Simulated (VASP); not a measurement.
# As (P6/mmm) in VASP: notebook

Runs on As. Level: RPBE. Tasks: single point.

Program: VASP 6.6.1. These are calculated values, not measurements. Logs are shortened: lines on timing, memory, paths and dates and some standing lists are left out, and cuts for length are marked.

### Step 1. The cell of the first run

The structure is hexagonal, space group P6/mmm (No. 191). Conventional cell: a = 4.680 Å, b = 4.680 Å, c = 2.729 Å, α = 90.00°, β = 90.00°, γ = 120.00°. Within 3.6 Å of As (site symmetry 6/mmm) lie 14 As at 2.73 to 3.03 Å. As (site symmetry -6m2) has 11 As at 2.70 to 3.03 Å within 3.6 Å.

### Step 2. Single point, RPBE (volume scaled by 0.88)

INCAR reads:

```
SYSTEM = As
PREC = Accurate ; ENCUT = 520
EDIFF = 1E-6 ; ISMEAR = -1
SIGMA = 0.1 ; LREAL = .False.
LASPH = .True. ; NELM = 100
ALGO = Normal ; ISIF = 2
LWAVE = .False. ; LCHARG = .False.
GGA = RP ; NBANDS = 14
```

KPOINTS reads:

```
Automatic mesh
0
Gamma
  9 9 12
  0 0 0
```

POSCAR reads:

```
As
1.0
    4.6797560772      0.0000000000      0.0000000000
   -2.3398780386      4.0527876464      0.0000000000
    0.0000000000      0.0000000000      2.7288458704
As
3
Direct
    0.0000000000      1.0000000000      0.0000000000
    0.3333333333      0.6666666667      0.5000000000
    0.6666666667      0.3333333333      0.5000000000
```

Potentials or basis: VASP PAW PBE potentials, release 64 (As).

Run with:

```
$ cat potpaw_PBE.64/As/POTCAR > POTCAR
$ mpirun -np 1 vasp_std > vasp.out
```

OUTCAR:

```text
SYSTEM = As
   PREC = Accurate
   ENCUT = 520
   EDIFF = 1E-6
   ISMEAR = -1
   LREAL = .False.
   LASPH = .True.
   NELM = 100
   ISIF = 2
   GGA = RP

 ion  position               nearest neighbor table
   1  0.000  0.000  0.000-
   2  0.333  0.667  0.500-   3 2.70   3 2.70   3 2.70
   3  0.667  0.333  0.500-   2 2.70   2 2.70   2 2.70

  LATTYP: Found a hexagonal cell.
 ALAT       =     4.6797560772
 C/A-ratio  =     0.5831171167

  Lattice vectors:

 A1 = (   4.6797560772,   0.0000000000,   0.0000000000)
 A2 = (  -2.3398780386,   4.0527876464,   0.0000000000)
 A3 = (   0.0000000000,   0.0000000000,   2.7288458704)

Analysis of symmetry for initial positions (statically):
=====================================================================
 Subroutine PRICEL returns:
 Original cell was already a primitive cell.

 Routine SETGRP: Setting up the symmetry group for a
 hexagonal supercell.

 Subroutine GETGRP returns: Found 24 space group operations
 (whereof 24 operations were pure point group operations)
 out of a pool of 24 trial point group operations.

The static configuration has the point symmetry D_6h.

Analysis of symmetry for dynamics (positions and initial velocities):
=====================================================================
 Subroutine PRICEL returns:
 Original cell was already a primitive cell.

 Routine SETGRP: Setting up the symmetry group for a
 hexagonal supercell.

 Subroutine GETGRP returns: Found 24 space group operations
 (whereof 24 operations were pure point group operations)
 out of a pool of 24 trial point group operations.

The dynamic configuration has the point symmetry D_6h.

 Subroutine INISYM returns: Found 24 space group operations
 (whereof 24 operations are pure point group operations),
 and found     1 'primitive' translations

----------------------------------------------------------------------------------------

                                     Primitive cell

  volume of cell :      51.7554

  direct lattice vectors                    reciprocal lattice vectors
     4.679756077  0.000000000  0.000000000     0.213686351  0.123371872  0.000000000
    -2.339878039  4.052787646  0.000000000     0.000000000  0.246743745  0.000000000
     0.000000000  0.000000000  2.728845870     0.000000000  0.000000000  0.366455288

  length of vectors
     4.679756077  4.679756077  2.728845870     0.246743745  0.246743745  0.366455288

  position of ions in fractional coordinates (direct lattice)
     0.000000000  0.000000000  0.000000000
     0.333333333  0.666666667  0.500000000
     0.666666667  0.333333333  0.500000000
[... 92 lines left out ...]
   EFERMI =   0.00;   METHOD = LEGACY
   ISMEAR =    -1;   SIGMA  =   0.10  broadening in eV -4-tet -1-fermi 0-gaus
   EFERMI_NEDOS =   21; number of points for ismear=-14 and -15
   IALGO  =     38    algorithm
   IMIX   =      4    mixing-type and parameters
     AMIX     =   0.40;   BMIX     =  1.00
     AMIX_MAG =   1.60;   BMIX_MAG =  1.00
  volume/ion in A,a.u.               =      17.25       116.42
  Fermi-wavevector in a.u.,A,eV,Ry     =   1.083394  2.047318 15.969747  1.173743
  Thomas-Fermi vector in A             =   2.219459
   LORBIT       =      0    0 simple, 1 ext, 2 COOP (PROOUT), +10 PAW based schemes
   GGA     = RP    functional components
   LHFCALC =     F    Hartree Fock is set to
   AEXX    =    0.0000 exact exchange contribution
   IVDW    =     0    specifies the selected vdW correction
   LEPSILON=     F    determine dielectric tensor
   LRPA    =     F    only Hartree local field effects (RPA)
 non-spin polarized calculation
  energy-cutoff  :      520.00
  volume of cell :       51.76
 maximum number of plane-waves:      1420
 NGX is ok and might be reduce to    36
   NGX = 17   NGY = 17   NGZ = 11

 number of electron      15.0000002 magnetization

 Free energy of the ion-electron system (eV)
  ---------------------------------------------------
  ext. energy  EPLUGINS =         0.00000000
  ---------------------------------------------------
  free energy    TOTEN  =       -11.26445333 eV

  energy without entropy =      -11.22198452  energy(sigma->0) =      -11.24321892

 E-fermi :   7.7947     XC(G=0): -11.1789

 val. band max:        7.7824175376   @ k =   0.2222   0.1111   0.4167
 cond. band min:       7.8323747482   @ k =   0.1111   0.1111   0.5000
 fundamental gap:      0.0499572105
 Fermi energy:         7.7947072038

 k-point     1 :       0.0000    0.0000    0.0000
  band No.  band energies     occupation
      1      -8.2938      2.00000
      2      -2.0570      2.00000
      3      -1.8878      2.00000
      4       2.4864      2.00000
      5       2.4864      2.00000
      6       2.7864      2.00000
      7       2.7864      2.00000
      8      10.4902      0.00000
      9      14.2078      0.00000
     10      14.2078      0.00000
     11      15.0129      0.00000
     12      15.2430      0.00000
     13      15.2769      0.00000
     14      20.7071      0.00000
[... 377 lines left out ...]
      1      -5.3632      2.00000
      2      -5.3632      2.00000
      3      -5.2207      2.00000
      4       3.9010      2.00000
      5       4.3565      2.00000
      6       4.3565      2.00000
      7      10.4201      0.00000
      8      10.4201      0.00000
      9      11.5543      0.00000
     10      11.5922      0.00000
     11      12.1149      0.00000
     12      12.1149      0.00000
     13      16.2025      0.00000
     14      16.3307      0.00000

 [... further k-points ...]

------------------------ aborting loop because EDIFF is reached ----------------------------------------

  FORCE on cell =-STRESS in cart. coord.  units (eV):
  Direction    XX          YY          ZZ          XY          YZ          ZX
  --------------------------------------------------------------------------------------
  -------------------------------------------------------------------------------------
  Total        3.8546677      3.8546677      4.9669539      0.0000000      0.0000000      0.0000000
  in kB      119.3277498    119.3277498    153.7604491      0.0000000      0.0000000      0.0000000
  external PRESSURE =     130.8053162 kB  Pullay stress =       0.0000000 kB

 VOLUME and BASIS-vectors are now :
 -----------------------------------------------------------------------------
  energy-cutoff  :      520.00
  volume of cell :       51.76
      direct lattice vectors                 reciprocal lattice vectors
     4.679756077  0.000000000  0.000000000     0.213686351  0.123371872  0.000000000
    -2.339878039  4.052787646  0.000000000     0.000000000  0.246743745  0.000000000
     0.000000000  0.000000000  2.728845870     0.000000000  0.000000000  0.366455288

 POSITION                                       TOTAL-FORCE (eV/Angst)
 -----------------------------------------------------------------------------------
      0.00000      0.00000      0.00000         0.000000      0.000000      0.000000
     -0.00000      2.70186      1.36442         0.000000     -0.000000      0.000000
      2.33988      1.35093      1.36442        -0.000000      0.000000      0.000000
 -----------------------------------------------------------------------------------
    total drift:                               -0.000000      0.000000     -0.000000

  FREE ENERGIE OF THE ION-ELECTRON SYSTEM (eV)
  ---------------------------------------------------
  free  energy   TOTEN  =       -11.2644533290 eV

  energy  without entropy=      -11.2219845189  energy(sigma->0) =      -11.24321892
```

OSZICAR:

```text
N       E                     dE             d eps       ncg     rms          rms(c)
DAV:   1     0.420333117787E+02    0.42033E+02   -0.61301E+03  2352   0.899E+02
DAV:   2    -0.906332133984E+01   -0.51097E+02   -0.47591E+02  3122   0.138E+02
DAV:   3    -0.112673205522E+02   -0.22040E+01   -0.21843E+01  2862   0.281E+01
DAV:   4    -0.112761661776E+02   -0.88456E-02   -0.88348E-02  2724   0.203E+00
DAV:   5    -0.112761842077E+02   -0.18030E-04   -0.18029E-04  2976   0.950E-02    0.414E+00
DAV:   6    -0.112682222847E+02    0.79619E-02   -0.50999E-03  2664   0.422E-01    0.244E+00
DAV:   7    -0.112643808990E+02    0.38414E-02   -0.10505E-02  2712   0.596E-01    0.773E-02
DAV:   8    -0.112644333849E+02   -0.52486E-04   -0.14757E-04  2874   0.874E-02    0.450E-02
DAV:   9    -0.112644524286E+02   -0.19044E-04   -0.24789E-05  2826   0.389E-02    0.500E-03
DAV:  10    -0.112644533290E+02   -0.90037E-06   -0.24696E-07  2100   0.337E-03
   1 F= -.11264453E+02 E0= -.11243219E+02  d E =-.424688E-01
```

It took 15 s on 1 thread of Intel Xeon 6975P-C (Granite Rapids), shared host; peak memory 0.19 GiB.

What came out:

* Free energy: -11.2645 eV
* Pressure: 13.1 GPa

Levels at points of the mesh, in eV from the Fermi level:
```tsv
k point	band 5	band 6	band 7	band 8	band 9	band 10	band 11	band 12
(0.00, 0.00, 0.00)	-5.31	-5.01	-5.01	2.70	6.41	6.41	7.22	7.45
(0.00, 0.00, 0.50)	-3.59	-2.85	-2.62	-2.62	-0.69	-0.69	0.39	0.39
```

Caveat: the PAW data sets were made with another functional, which shifts forces and pressure a little.

### Step 3. Single point, RPBE (volume scaled by 0.92)

INCAR reads:

```
SYSTEM = As
ALGO = Normal ; EDIFF = 1E-6
ENCUT = 520 ; GGA = RP
ISIF = 2 ; ISMEAR = -1
LASPH = .TRUE. ; LCHARG = .FALSE.
LREAL = .FALSE. ; LWAVE = .FALSE.
NBANDS = 14 ; NELM = 60
PREC = Accurate ; SIGMA = 0.1
```

KPOINTS reads:

```
k-points
0
G
  9 9 12
  0 0 0
```

POSCAR reads:

```
As
1.0
    4.7496134819      0.0000000000      0.0000000000
   -2.3748067410      4.1132859335      0.0000000000
    0.0000000000      0.0000000000      2.7695809188
As
3
Direct
    0.0000000000      1.0000000000      0.0000000000
    0.3333333333      0.6666666667      0.5000000000
    0.6666666667      0.3333333333      0.5000000000
```

Potentials or basis: VASP PAW PBE potentials, release 64 (As).

Run with:

```
$ cat potpaw_PBE.64/As/POTCAR > POTCAR
$ mpirun -np 1 vasp_std > vasp.out
```

OUTCAR:

```text
SYSTEM = As
   EDIFF = 1E-6
   ENCUT = 520
   GGA = RP
   ISIF = 2
   ISMEAR = -1
   LASPH = .TRUE.
   LREAL = .FALSE.
   NELM = 60
   PREC = Accurate

 ion  position               nearest neighbor table
   1  0.000  0.000  0.000-
   2  0.333  0.667  0.500-   3 2.74   3 2.74   3 2.74
   3  0.667  0.333  0.500-   2 2.74   2 2.74   2 2.74

  LATTYP: Found a hexagonal cell.
 ALAT       =     4.7496134819
 C/A-ratio  =     0.5831171167

[... 600 lines left out ...]

  FORCE on cell =-STRESS in cart. coord.  units (eV):
  Direction    XX          YY          ZZ          XY          YZ          ZX
  --------------------------------------------------------------------------------------
  -------------------------------------------------------------------------------------
  Total        2.3358146      2.3358146      3.2243499     -0.0000000      0.0000000     -0.0000000
  in kB       69.1652146     69.1652146     95.4754062     -0.0000000      0.0000000     -0.0000000
  external PRESSURE =      77.9352785 kB  Pullay stress =       0.0000000 kB

 VOLUME and BASIS-vectors are now :
 -----------------------------------------------------------------------------
  energy-cutoff  :      520.00
  volume of cell :       54.11
      direct lattice vectors                 reciprocal lattice vectors
     4.749613482  0.000000000  0.000000000     0.210543448  0.121557316  0.000000000
    -2.374806741  4.113285934  0.000000000     0.000000000  0.243114633  0.000000000
     0.000000000  0.000000000  2.769580919     0.000000000  0.000000000  0.361065457

 POSITION                                       TOTAL-FORCE (eV/Angst)
 -----------------------------------------------------------------------------------
      0.00000      0.00000      0.00000        -0.000000     -0.000000     -0.000000
     -0.00000      2.74219      1.38479         0.000000     -0.000000      0.000000
      2.37481      1.37110      1.38479        -0.000000      0.000000     -0.000000
 -----------------------------------------------------------------------------------
    total drift:                                0.000000      0.000000     -0.000000

  FREE ENERGIE OF THE ION-ELECTRON SYSTEM (eV)
  ---------------------------------------------------
  free  energy   TOTEN  =       -11.4162298258 eV

  energy  without entropy=      -11.3709862815  energy(sigma->0) =      -11.39360805
```

It took 17 s on 1 thread of Intel Xeon 6975P-C (Granite Rapids), shared host; peak memory 0.2 GiB.

What came out:

```
Free energy : -11.4162 eV
Pressure    : 7.8 GPa
```

Stress tensor (GPa, compression positive):
```
6.92 0.00 0.00
0.00 6.92 0.00
0.00 0.00 9.55
```

Levels at points of the mesh, in eV from the Fermi level:
| k point | band 4 | band 5 | band 6 | band 7 | band 8 | band 9 | band 10 | band 11 | band 12 | band 13 |
| --- | --- | --- | --- | --- | --- | --- | --- | --- | --- | --- |
| (0.00, 0.00, 0.00) | -5.02 | -5.02 | -4.73 | -4.73 | 2.60 | 6.05 | 6.05 | 7.03 | 7.06 | 7.17 |
| (0.00, 0.00, 0.50) | -4.25 | -3.49 | -2.71 | -2.47 | -2.47 | -0.61 | -0.61 | 0.50 | 0.50 | 3.79 |

Caveat: the PAW data sets were made with another functional, which shifts forces and pressure a little.

(Continued in part 2 of 3.)
